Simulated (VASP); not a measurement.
# W (Im-3m) in VASP: notebook, part 2 of 2

VASP 6.6.1. The steps go on from the part before.

## 4. Single point, PBE

This run uses another cell than the first one, of 16.30 Å³/atom, 1.053 times its volume.

INCAR

```
PREC = Accurate ; ENCUT = 520
EDIFF = 1E-7 ; ISMEAR = -1
SIGMA = 0.03 ; LREAL = False
LASPH = True ; NELM = 60
ALGO = Normal ; ISIF = 2
LWAVE = False ; LCHARG = False
GGA = PE ; NBANDS = 13
```

KPOINTS

```
Automatic mesh
0
Gamma
  14 14 14
```

POSCAR

```
W
1.0
   -1.5973000000      1.5973000000      1.5973000000
    1.5973000000     -1.5973000000      1.5973000000
    1.5973000000      1.5973000000     -1.5973000000
W
1
Direct
    0.0000000000      0.0000000000      0.0000000000
```

Potentials or basis: VASP PAW PBE potentials, release 64 (W_sv).

Launch:

```bash
$ cat potpaw_PBE.64/W_sv/POTCAR > POTCAR
$ mpirun -np 1 vasp_std > vasp.out
```

OUTCAR:

```text
PREC = Accurate
   ENCUT = 520
   EDIFF = 1E-7
   ISMEAR = -1
   LREAL = False
   LASPH = True
   NELM = 60
   ISIF = 2
   GGA = PE

 ion  position               nearest neighbor table
   1  0.000  0.000  0.000-

  LATTYP: Found a body centered cubic cell.
 ALAT       =     3.1946000000

  Lattice vectors:

 A1 = (  -1.5973000000,   1.5973000000,   1.5973000000)
 A2 = (   1.5973000000,  -1.5973000000,   1.5973000000)
 A3 = (   1.5973000000,   1.5973000000,  -1.5973000000)

Analysis of symmetry for initial positions (statically):
=====================================================================
 Subroutine PRICEL returns:
 Original cell was already a primitive cell.

 Routine SETGRP: Setting up the symmetry group for a
 body centered cubic supercell.

 Subroutine GETGRP returns: Found 48 space group operations
 (whereof 48 operations were pure point group operations)
 out of a pool of 48 trial point group operations.

The static configuration has the point symmetry O_h .

Analysis of symmetry for dynamics (positions and initial velocities):
=====================================================================
 Subroutine PRICEL returns:
 Original cell was already a primitive cell.

 Routine SETGRP: Setting up the symmetry group for a
 body centered cubic supercell.

 Subroutine GETGRP returns: Found 48 space group operations
 (whereof 48 operations were pure point group operations)
 out of a pool of 48 trial point group operations.

The dynamic configuration has the point symmetry O_h .

 Subroutine INISYM returns: Found 48 space group operations
 (whereof 48 operations are pure point group operations),
 and found     1 'primitive' translations

----------------------------------------------------------------------------------------

                                     Primitive cell

  volume of cell :      16.3012

  direct lattice vectors                    reciprocal lattice vectors
    -1.597300000  1.597300000  1.597300000     0.000000000  0.313028235  0.313028235
     1.597300000 -1.597300000  1.597300000     0.313028235  0.000000000  0.313028235
     1.597300000  1.597300000 -1.597300000     0.313028235  0.313028235  0.000000000

  length of vectors
     2.766604755  2.766604755  2.766604755     0.442688776  0.442688776  0.442688776

  position of ions in fractional coordinates (direct lattice)
     0.000000000  0.000000000  0.000000000

  ion indices of the primitive-cell ions
   primitive index   ion index
                 1           1

----------------------------------------------------------------------------------------

 KPOINTS: Automatic mesh

Automatic generation of k-mesh.
 Grid dimensions read from file:
 generate k-points for:   14   14   14

 Generating k-lattice:

  Cartesian coordinates                     Fractional coordinates (reciprocal lattice)
     0.000000000  0.022359160  0.022359160     0.071428571  0.000000000  0.000000000
     0.022359160  0.000000000  0.022359160     0.000000000  0.071428571  0.000000000
     0.022359160  0.022359160  0.000000000     0.000000000  0.000000000  0.071428571

  Length of vectors
     0.031620627  0.031620627  0.031620627

  Shift w.r.t. Gamma in fractional coordinates (k-lattice)
     0.000000000  0.000000000  0.000000000

 Subroutine IBZKPT returns following result:
 ===========================================

 Found    104 irreducible k-points:

 Following reciprocal coordinates:
            Coordinates               Weight
  0.000000  0.000000  0.000000      1.000000
  0.071429  0.000000  0.000000     12.000000
  0.142857  0.000000  0.000000     12.000000
  0.214286  0.000000  0.000000     12.000000
  0.285714  0.000000  0.000000     12.000000
  0.357143  0.000000  0.000000     12.000000
[... 16 lines left out ...]
  0.285714  0.285714  0.000000     24.000000
  0.357143  0.285714 -0.000000     24.000000
 [... further k-points ...]
   k-points           NKPTS =    104   k-points in BZ     NKDIM =    104   number of bands    NBANDS=     13
   number of dos      NEDOS =    301   number of ions     NIONS =      1
   total plane-waves  NPLWV =  13824
   dimension x,y,z NGX =    24 NGY =   24 NGZ =   24
   dimension x,y,z NGXF=    48 NGYF=   48 NGZF=   48
   ions per type =               1
   NGX,Y,Z   is equivalent  to a cutoff of  14.42, 14.42, 14.42 a.u.
   NGXF,Y,Z  is equivalent  to a cutoff of  28.84, 28.84, 28.84 a.u.
 SYSTEM =  unknown system
   PREC   = accura    normal or accurate (medium, high low for compatibility)
   ISTART =      0    job   : 0-new  1-cont  2-samecut
   ICHARG =      2    charge: 1-file 2-atom 10-const
   ISPIN  =      1    spin polarized calculation?
   LNONCOLLINEAR =      F non collinear calculations
   LSORBIT =      F    spin-orbit coupling
   LASPH  =      T    aspherical Exc in radial PAW
   ENCUT  =  520.0 eV  38.22 Ry    6.18 a.u.   5.14  5.14  5.14*2*pi/ulx,y,z
   NELM   =     60;   NELMIN=  2; NELMDL= -5     # of ELM steps
   EDIFF  = 0.1E-06   stopping-criterion for ELM
   LREAL  =      F    real-space projection
   EDIFFG = 0.1E-05   stopping-criterion for IOM
   NSW    =      0    number of steps for IOM
   IBRION =     -1    ionic relax: 0-MD 1-quasi-New 2-CG
   NFREE  =      0    steps in history (QN), initial steepest desc. (CG)
   ISIF   =      2    stress and relaxation
   ISYM   =      2    0-nonsym 1-usesym 2-fastsym
   POTIM  = 0.5000    time-step for ionic-motion
   TEBEG  =    0.0;   TEEND  =   0.0 temperature during run
   PSTRESS=    0.0 pullay stress
   NELECT =      14.0000    total number of electrons
   NUPDOWN=      -1.0000    fix difference up-down
   EMIN   =  10.00;   EMAX   =-10.00  energy-range for DOS
   EFERMI =   0.00;   METHOD = LEGACY
   ISMEAR =    -1;   SIGMA  =   0.03  broadening in eV -4-tet -1-fermi 0-gaus
   EFERMI_NEDOS =   21; number of points for ismear=-14 and -15
   IALGO  =     38    algorithm
   IMIX   =      4    mixing-type and parameters
     AMIX     =   0.40;   BMIX     =  1.00
     AMIX_MAG =   1.60;   BMIX_MAG =  1.00
  volume/ion in A,a.u.               =      16.30       110.01
  Fermi-wavevector in a.u.,A,eV,Ry     =   1.556125  2.940649 32.946829  2.421524
  Thomas-Fermi vector in A             =   2.659966
   LORBIT       =      0    0 simple, 1 ext, 2 COOP (PROOUT), +10 PAW based schemes
   GGA     = PE    functional components
   LHFCALC =     F    Hartree Fock is set to
   AEXX    =    0.0000 exact exchange contribution
   IVDW    =     0    specifies the selected vdW correction
   LEPSILON=     F    determine dielectric tensor
   LRPA    =     F    only Hartree local field effects (RPA)
 non-spin polarized calculation
  energy-cutoff  :      520.00
  volume of cell :       16.30
 maximum number of plane-waves:       466
 NGX is ok and might be reduce to    24
   NGX = 11   NGY = 11   NGZ = 11

 number of electron      14.0000002 magnetization

 Free energy of the ion-electron system (eV)
  ---------------------------------------------------
  ext. energy  EPLUGINS =         0.00000000
  ---------------------------------------------------
  free energy    TOTEN  =       -12.94755546 eV

  energy without entropy =      -12.94557148  energy(sigma->0) =      -12.94656347

 E-fermi :  11.1290     XC(G=0): -13.4860

 val. band max:       11.1246549570   @ k =  -0.4286   0.5000   0.2857
 cond. band min:      11.1637438280   @ k =   0.5000   0.5000   0.2857
 fundamental gap:      0.0390888710
 Fermi energy:        11.1289696599

 k-point     1 :       0.0000    0.0000    0.0000
  band No.  band energies     occupation
      1     -63.1983      2.00000
      2     -26.7978      2.00000
      3     -26.7978      2.00000
      4     -26.7978      2.00000
      5       1.5620      2.00000
      6       9.8500      2.00000
      7       9.8500      2.00000
      8       9.8500      2.00000
      9      13.2298      0.00000
     10      13.2298      0.00000
     11      25.4976      0.00000
     12      25.4976      0.00000
     13      25.4976      0.00000

 k-point     2 :       0.0714    0.0000    0.0000
  band No.  band energies     occupation
      1     -63.1926      2.00000
      2     -26.8603      2.00000
      3     -26.8175      2.00000
      4     -26.7981      2.00000
      5       1.8001      2.00000
      6       9.7070      2.00000
      7       9.8156      2.00000
      8      10.0794      2.00000
      9      13.0094      0.00000
     10      13.2321      0.00000
     11      25.6955      0.00000
[... 339 lines left out ...]
 k-point    24 :       0.3571    0.2857   -0.0000
  band No.  band energies     occupation
      1     -63.0660      2.00000
      2     -27.6987      2.00000
      3     -27.5199      2.00000
      4     -26.9449      2.00000
      5       6.7257      2.00000
      6       8.1172      2.00000
      7       8.7865      2.00000
      8      13.4365      0.00000
      9      14.0059      0.00000
     10      19.0793      0.00000
     11      20.9086      0.00000
     12      22.9324      0.00000
     13      27.8381      0.00000

 [... further k-points ...]
[... 5 lines left out ...]
  --------------------------------------------------------------------------------------
  -------------------------------------------------------------------------------------
  Total       -0.2180204     -0.2180204     -0.2180204      0.0000000      0.0000000      0.0000000
  in kB      -21.4283281    -21.4283281    -21.4283281      0.0000000      0.0000000      0.0000000
  external PRESSURE =     -21.4283281 kB  Pullay stress =       0.0000000 kB

 VOLUME and BASIS-vectors are now :
 -----------------------------------------------------------------------------
  energy-cutoff  :      520.00
  volume of cell :       16.30
      direct lattice vectors                 reciprocal lattice vectors
    -1.597300000  1.597300000  1.597300000     0.000000000  0.313028235  0.313028235
     1.597300000 -1.597300000  1.597300000     0.313028235  0.000000000  0.313028235
     1.597300000  1.597300000 -1.597300000     0.313028235  0.313028235  0.000000000

 POSITION                                       TOTAL-FORCE (eV/Angst)
 -----------------------------------------------------------------------------------
      0.00000      0.00000      0.00000         0.000000      0.000000     -0.000000
 -----------------------------------------------------------------------------------
    total drift:                                0.000000      0.000000     -0.000000

  FREE ENERGIE OF THE ION-ELECTRON SYSTEM (eV)
  ---------------------------------------------------
  free  energy   TOTEN  =       -12.9475554567 eV

  energy  without entropy=      -12.9455714756  energy(sigma->0) =      -12.94656347
```

OSZICAR:

```text
N       E                     dE             d eps       ncg     rms          rms(c)
DAV:   1     0.863660477245E+02    0.86366E+02   -0.74893E+03  2712   0.123E+03
DAV:   2    -0.118389785253E+02   -0.98205E+02   -0.94074E+02  3054   0.318E+02
DAV:   3    -0.135859129088E+02   -0.17469E+01   -0.17373E+01  2939   0.408E+01
DAV:   4    -0.135934390218E+02   -0.75261E-02   -0.75259E-02  2989   0.294E+00
DAV:   5    -0.135935016990E+02   -0.62677E-04   -0.62677E-04  3009   0.257E-01    0.199E+01
DAV:   6    -0.130847187956E+02    0.50878E+00   -0.43505E-01  2794   0.877E+00    0.776E+00
DAV:   7    -0.129519873254E+02    0.13273E+00   -0.22519E-01  2954   0.599E+00    0.724E-01
DAV:   8    -0.129475477871E+02    0.44395E-02   -0.41049E-03  2774   0.813E-01    0.890E-02
DAV:   9    -0.129475613394E+02   -0.13552E-04   -0.70781E-05  3087   0.101E-01    0.543E-02
DAV:  10    -0.129475549176E+02    0.64218E-05   -0.11933E-05  2889   0.482E-02    0.112E-02
DAV:  11    -0.129475556885E+02   -0.77094E-06   -0.24100E-07  2714   0.554E-03    0.714E-04
DAV:  12    -0.129475554795E+02    0.20902E-06   -0.79459E-09  1532   0.105E-03    0.177E-04
DAV:  13    -0.129475554567E+02    0.22811E-07   -0.56587E-10  1407   0.337E-04
   1 F= -.12947555E+02 E0= -.12946563E+02  d E =-.198398E-02
```

stdout:

```text
POSCAR found type information on POSCAR W
 POSCAR found :  1 types and       1 ions
 scaLAPACK will be used
 LDA part: xc-table for (Slater+PW92), standard interpolation
 POSCAR, INCAR and KPOINTS ok, starting setup
 FFT: planning ... GRIDC
 FFT: planning ... GRID_SOFT
 FFT: planning ... GRID
 WAVECAR not read
 entering main loop
```

Wall time 12 s (1 thread of Intel Xeon Platinum 8488C (Sapphire Rapids), shared host); peak memory 0.15 GiB.

What came out:

```yaml
Free_energy: -12.9476 eV
Pressure: -2.1 GPa
Band_gap_on_the_k_mesh: zero (band 7 reaches 16.00 eV, above the bottom of band 8 at 9.85 eV)
```

Caveat: spin-orbit coupling is left out, which moves the levels of the heavy elements.

## 5. Summary

| cell | gap on the mesh (eV) | pressure (GPa) |
| --- | --- | --- |
| a = 2.720 Å, angles 109.5°, 1 atom | none | 14.7 |
| a = 2.743 Å, angles 109.5°, 1 atom | none | 5.8 |
| a = 2.767 Å, angles 109.5°, 1 atom | none | -2.1 |

Alike in all rows: task single point; level PBE; potentials or basis VASP PAW PBE potentials, release 64 (W_sv); no spin polarisation; k mesh 14 × 14 × 14; cutoff (eV) 520; smearing fermi-dirac 0.03 eV.

Caveats: spin-orbit coupling is left out, which moves the levels of the heavy elements.

Absolute energies hang on the potentials; compare differences alone.
